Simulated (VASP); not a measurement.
# MgH2 (P4_2/mnm) in VASP: single point with PBE0

Aim: the single point of MgH2 with PBE0.

Program: VASP 6.6.1. These are calculated values, not measurements. Logs are shortened: lines on timing, memory, paths and dates and some standing lists are left out, and cuts for length are marked.

### 1 The cell of the first run

The structure is tetragonal, space group P4_2/mnm (No. 136). The conventional cell has a = 4.489 Å, b = 4.489 Å, c = 2.998 Å, α = 90.00°, β = 90.00°, γ = 90.00°. Within 2.6 Å of Mg (site symmetry mmm) lie 6 H at 1.93 to 1.95 Å. H (site symmetry m2m) has 3 Mg at 1.93 to 1.95 Å and 1 H at 2.48 Å within 2.6 Å.

### 2 Single point, PBE0

POSCAR reads:

```
MgH2
1.0
    4.4885520799      0.0000000000      0.0000000000
    0.0000000000      4.4885520799      0.0000000000
    0.0000000000      0.0000000000      2.9982085081
Mg H
2 4
Direct
    0.0000000000      0.0000000000      0.0000000000
    0.5000000000      0.5000000000      0.5000000000
    0.3044737301      0.3044737301      0.0000000000
    0.1955262699      0.8044737301      0.5000000000
    0.6955262699      0.6955262699      0.0000000000
    0.8044737301      0.1955262699      0.5000000000
```

INCAR.step1 reads:

```
ALGO = Normal ; EDIFF = 1E-5
ENCUT = 520 ; GGA = PE
ISIF = 2 ; ISMEAR = 0
LASPH = T ; LREAL = F
LWAVE = T ; NBANDS = 13
NELM = 100 ; PREC = Accurate
SIGMA = 0.02
```

INCAR.step2 reads:

```
AEXX = 0.25 ; ALGO = Normal
EDIFF = 1E-7 ; ENCUT = 520
GGA = PE ; ISIF = 2
ISMEAR = 0 ; ISTART = 1
LASPH = T ; LCHARG = T
LELF = T ; LHFCALC = T
LREAL = F ; LVHAR = T
LWAVE = F ; NBANDS = 13
NELM = 100 ; PREC = Accurate
PRECFOCK = Fast ; SIGMA = 0.02
```

KPOINTS reads:

```
k-points
0
Gamma
  6 6 8
```

Potentials or basis: VASP PAW PBE potentials, release 64 (Mg, H).

Command:

```sh
cat potpaw_PBE.64/Mg/POTCAR potpaw_PBE.64/H/POTCAR > POTCAR
cp INCAR.step1 INCAR
mpirun -np 1 vasp_std > vasp.out
cp INCAR.step2 INCAR
mpirun -np 1 vasp_std > vasp.out
```

OUTCAR:

```text
AEXX = 0.25
   EDIFF = 1E-7
   ENCUT = 520
   GGA = PE
   ISIF = 2
   ISMEAR = 0
   ISTART = 1
   LASPH = T
   LHFCALC = T
   LREAL = F
   NELM = 100
   PREC = Accurate
   PRECFOCK = Fast

 ion  position               nearest neighbor table
   1  0.000  0.000  0.000-   3 1.93   5 1.93   4 1.95   6 1.95   4 1.95   6 1.95   2 3.51   2 3.51
                             2 3.51   2 3.51   2 3.51   2 3.51   2 3.51   2 3.51
   2  0.500  0.500  0.500-   4 1.93   6 1.93   5 1.95   3 1.95   3 1.95   5 1.95   1 3.51   1 3.51
                             1 3.51   1 3.51   1 3.51   1 3.51   1 3.51   1 3.51
   3  0.304  0.304  0.000-   1 1.93   2 1.95   2 1.95
   4  0.196  0.804  0.500-   2 1.93   1 1.95   1 1.95
   5  0.696  0.696  0.000-   1 1.93   2 1.95   2 1.95
   6  0.804  0.196  0.500-   2 1.93   1 1.95   1 1.95

  LATTYP: Found a simple tetragonal cell.
 ALAT       =     4.4885520799
 C/A-ratio  =     0.6679678557

  Lattice vectors:

 A1 = (   4.4885520799,   0.0000000000,   0.0000000000)
 A2 = (   0.0000000000,   4.4885520799,   0.0000000000)
 A3 = (   0.0000000000,   0.0000000000,   2.9982085081)

Analysis of symmetry for initial positions (statically):
=====================================================================
 Subroutine PRICEL returns:
 Original cell was already a primitive cell.

 Routine SETGRP: Setting up the symmetry group for a
 simple tetragonal supercell.

 Subroutine GETGRP returns: Found 16 space group operations
 (whereof  8 operations were pure point group operations)
 out of a pool of 16 trial point group operations.

The static configuration has the point symmetry D_2h.
 The point group associated with its full space group is D_4h.

Analysis of symmetry for dynamics (positions and initial velocities):
=====================================================================
 Subroutine PRICEL returns:
 Original cell was already a primitive cell.

 Routine SETGRP: Setting up the symmetry group for a
 simple tetragonal supercell.

 Subroutine GETGRP returns: Found 16 space group operations
 (whereof  8 operations were pure point group operations)
 out of a pool of 16 trial point group operations.

The dynamic configuration has the point symmetry D_2h.
 The point group associated with its full space group is D_4h.

 Subroutine INISYM returns: Found 16 space group operations
 (whereof  8 operations are pure point group operations),
 and found     1 'primitive' translations

----------------------------------------------------------------------------------------

                                     Primitive cell

  volume of cell :      60.4052

  direct lattice vectors                    reciprocal lattice vectors
     4.488552080  0.000000000  0.000000000     0.222788993  0.000000000  0.000000000
     0.000000000  4.488552080  0.000000000     0.000000000  0.222788993  0.000000000
     0.000000000  0.000000000  2.998208508     0.000000000  0.000000000  0.333532507

  length of vectors
     4.488552080  4.488552080  2.998208508     0.222788993  0.222788993  0.333532507

  position of ions in fractional coordinates (direct lattice)
     0.000000000  0.000000000  0.000000000
     0.500000000  0.500000000  0.500000000
     0.304473730  0.304473730  0.000000000
     0.195526270  0.804473730  0.500000000
     0.695526270  0.695526270  0.000000000
     0.804473730  0.195526270  0.500000000

  ion indices of the primitive-cell ions
   primitive index   ion index
                 1           1
                 2           2
                 3           3
                 4           4
                 5           5
                 6           6

----------------------------------------------------------------------------------------

 KPOINTS: k-points

Automatic generation of k-mesh.
 Grid dimensions read from file:
 generate k-points for:    6    6    8

 Generating k-lattice:

  Cartesian coordinates                     Fractional coordinates (reciprocal lattice)
     0.037131499  0.000000000  0.000000000     0.166666667  0.000000000  0.000000000
     0.000000000  0.037131499  0.000000000     0.000000000  0.166666667  0.000000000
     0.000000000  0.000000000  0.041691563     0.000000000  0.000000000  0.125000000

  Length of vectors
     0.037131499  0.037131499  0.041691563

  Shift w.r.t. Gamma in fractional coordinates (k-lattice)
     0.000000000  0.000000000  0.000000000

 Subroutine IBZKPT returns following result:
 ===========================================

 Found     50 irreducible k-points:

 Following reciprocal coordinates:
            Coordinates               Weight
  0.000000  0.000000  0.000000      1.000000
  0.166667  0.000000  0.000000      4.000000
  0.333333  0.000000  0.000000      4.000000
  0.500000  0.000000  0.000000      2.000000
  0.166667  0.166667  0.000000      4.000000
  0.333333  0.166667  0.000000      8.000000
[... 16 lines left out ...]
  0.333333  0.000000  0.250000      8.000000
  0.500000  0.000000  0.250000      4.000000
 [... further k-points ...]
   k-points           NKPTS =     50   k-points in BZ     NKDIM =    288   number of bands    NBANDS=     13
   number of dos      NEDOS =    301   number of ions     NIONS =      6
   total plane-waves  NPLWV =  31104
   dimension x,y,z NGX =    36 NGY =   36 NGZ =   24
   dimension x,y,z NGXF=    72 NGYF=   72 NGZF=   48
   ions per type =               2   4
   NGX,Y,Z   is equivalent  to a cutoff of  13.33, 13.33, 13.31 a.u.
   NGXF,Y,Z  is equivalent  to a cutoff of  26.67, 26.67, 26.62 a.u.
 SYSTEM =  unknown system
   PREC   = accura    normal or accurate (medium, high low for compatibility)
   ISTART =      1    job   : 0-new  1-cont  2-samecut
   ICHARG =      0    charge: 1-file 2-atom 10-const
   ISPIN  =      1    spin polarized calculation?
   LNONCOLLINEAR =      F non collinear calculations
   LSORBIT =      F    spin-orbit coupling
   LASPH  =      T    aspherical Exc in radial PAW
   ENCUT  =  520.0 eV  38.22 Ry    6.18 a.u.   8.35  8.35  5.57*2*pi/ulx,y,z
   NELM   =    100;   NELMIN=  2; NELMDL=  0     # of ELM steps
   EDIFF  = 0.1E-06   stopping-criterion for ELM
   LREAL  =      F    real-space projection
   EDIFFG = 0.1E-05   stopping-criterion for IOM
   NSW    =      0    number of steps for IOM
   IBRION =     -1    ionic relax: 0-MD 1-quasi-New 2-CG
   NFREE  =      0    steps in history (QN), initial steepest desc. (CG)
   ISIF   =      2    stress and relaxation
   ISYM   =      3    0-nonsym 1-usesym 2-fastsym
   POTIM  = 0.5000    time-step for ionic-motion
   TEBEG  =    0.0;   TEEND  =   0.0 temperature during run
   PSTRESS=    0.0 pullay stress
   NELECT =       8.0000    total number of electrons
   NUPDOWN=      -1.0000    fix difference up-down
   EMIN   =  10.00;   EMAX   =-10.00  energy-range for DOS
   EFERMI =   0.00;   METHOD = LEGACY
   ISMEAR =     0;   SIGMA  =   0.02  broadening in eV -4-tet -1-fermi 0-gaus
   EFERMI_NEDOS =   21; number of points for ismear=-14 and -15
   IALGO  =     38    algorithm
   IMIX   =      1    mixing-type and parameters
     AMIX     =   0.40;   BMIX     =  1.00
     AMIX_MAG =   1.60;   BMIX_MAG =  1.00
  volume/ion in A,a.u.               =      10.07        67.94
  Fermi-wavevector in a.u.,A,eV,Ry     =   0.834475  1.576929  9.474399  0.696349
  Thomas-Fermi vector in A             =   1.947873
   LORBIT       =      0    0 simple, 1 ext, 2 COOP (PROOUT), +10 PAW based schemes
   GGA     = PE    functional components
   LHFCALC =     T    Hartree Fock is set to
   PRECFOCK=fast      Normal, Fast or Accurate (Low or Medium for compatibility)
   ENCUT4O =  -1.0   cutoff for four orbital integrals eV
   NKREDX  =     1    reduce k-point grid by
   NKREDY  =     1    reduce k-point grid by
   NKREDZ  =     1    reduce k-point grid by
   AEXX    =    0.2500 exact exchange contribution
   HFSCREEN=    0.0000 screening length (either q_TF or 0.3 A-1)
   HFSCREENC=   0.0000 screening length for correlation (either q_TF or 0.3 A-1)
   ENCUTFOCK=  -1.0 apply spherical cutoff to Coloumb kernel
   IVDW    =     0    specifies the selected vdW correction
   LEPSILON=     F    determine dielectric tensor
   LRPA    =     F    only Hartree local field effects (RPA)
 non-spin polarized calculation
 Gauss-broadening in eV      SIGMA  =   0.02
  energy-cutoff  :      520.00
  volume of cell :       60.41
 maximum number of plane-waves:      1648
 NGX is ok and might be reduce to    36
  NGX = 20; NGY = 20; NGZ = 14

 number of electron       8.0000002 magnetization

 Free energy of the ion-electron system (eV)
  ---------------------------------------------------
  ext. energy  EPLUGINS =         0.00000000
  ---------------------------------------------------
  free energy    TOTEN  =       -20.72670367 eV

  energy without entropy =      -20.72670367  energy(sigma->0) =      -20.72670367

 E-fermi :  -1.5277     XC(G=0):  -6.7044

 val. band max:       -1.6749929628   @ k =   0.1667   0.1667   0.0000
 cond. band min:       3.9754127949   @ k =   0.3333   0.3333   0.5000
 fundamental gap:      5.6504057577
 Fermi energy:        -1.5276906996

 k-point     1 :       0.0000    0.0000    0.0000
  band No.  band energies     occupation
      1      -8.8871      2.00000
      2      -3.3054      2.00000
      3      -3.3054      2.00000
      4      -2.0962      2.00000
      5       4.7854      0.00000
      6       5.2982      0.00000
      7       9.6328      0.00000
      8       9.6328      0.00000
      9      11.4725      0.00000
     10      11.8846      0.00000
     11      12.8103      0.00000
     12      15.8926      0.00000
     13      15.8926      0.00000

 k-point     2 :       0.1667    0.0000    0.0000
  band No.  band energies     occupation
      1      -8.6797      2.00000
      2      -4.2674      2.00000
      3      -3.1667      2.00000
      4      -1.7540      2.00000
      5       4.9382      0.00000
      6       5.7993      0.00000
      7       8.3150      0.00000
      8      10.1578      0.00000
      9      12.0654      0.00000
     10      12.9668      0.00000
     11      13.3476      0.00000
[... 339 lines left out ...]
 k-point    24 :       0.5000    0.0000    0.2500
  band No.  band energies     occupation
      1      -6.1045      2.00000
      2      -6.1045      2.00000
      3      -2.0252      2.00000
      4      -2.0252      2.00000
      5       6.0720      0.00000
      6       6.0720      0.00000
      7       7.7146      0.00000
      8       7.7146      0.00000
      9       9.8088      0.00000
     10       9.8088      0.00000
     11      13.4709      0.00000
     12      13.4709      0.00000
     13      15.0968      0.00000

 [... further k-points ...]
[... 5 lines left out ...]
  --------------------------------------------------------------------------------------
  -------------------------------------------------------------------------------------
  Total       -0.1062047     -0.1062047     -0.1236938      0.0000000      0.0000000      0.0000000
  in kB       -2.8169542     -2.8169542     -3.2808320      0.0000000      0.0000000      0.0000000
  external PRESSURE =      -2.9715802 kB  Pullay stress =       0.0000000 kB

 VOLUME and BASIS-vectors are now :
 -----------------------------------------------------------------------------
  energy-cutoff  :      520.00
  volume of cell :       60.41
      direct lattice vectors                 reciprocal lattice vectors
     4.488552080  0.000000000  0.000000000     0.222788993  0.000000000  0.000000000
     0.000000000  4.488552080  0.000000000     0.000000000  0.222788993  0.000000000
     0.000000000  0.000000000  2.998208508     0.000000000  0.000000000  0.333532507

 POSITION                                       TOTAL-FORCE (eV/Angst)
 -----------------------------------------------------------------------------------
      0.00000      0.00000      0.00000         0.000000      0.000000      0.000000
      2.24428      2.24428      1.49910         0.000000      0.000000      0.000000
      1.36665      1.36665      0.00000         0.000290      0.000290      0.000000
      0.87763      3.61092      1.49910        -0.000290      0.000290      0.000000
      3.12191      3.12191      0.00000        -0.000290     -0.000290      0.000000
      3.61092      0.87763      1.49910         0.000290     -0.000290      0.000000
 -----------------------------------------------------------------------------------
    total drift:                               -0.000000     -0.000000     -0.000000

  FREE ENERGIE OF THE ION-ELECTRON SYSTEM (eV)
  ---------------------------------------------------
  free  energy   TOTEN  =       -20.7267036687 eV

  energy  without entropy=      -20.7267036687  energy(sigma->0) =      -20.72670367
```

Run time: 16 min. Hardware: 1 thread of Intel Xeon 6975P-C (Granite Rapids), shared host; peak memory 0.23 GiB.

Results:

| Property | Result |
| --- | --- |
| Free energy | -20.7267 eV |
| Pressure | -0.3 GPa |
| Band gap on the k mesh | 5.65 eV, indirect (least direct gap 6.50 eV) |

Caveat: the PAW data sets were made with another functional, which shifts forces and pressure a little.
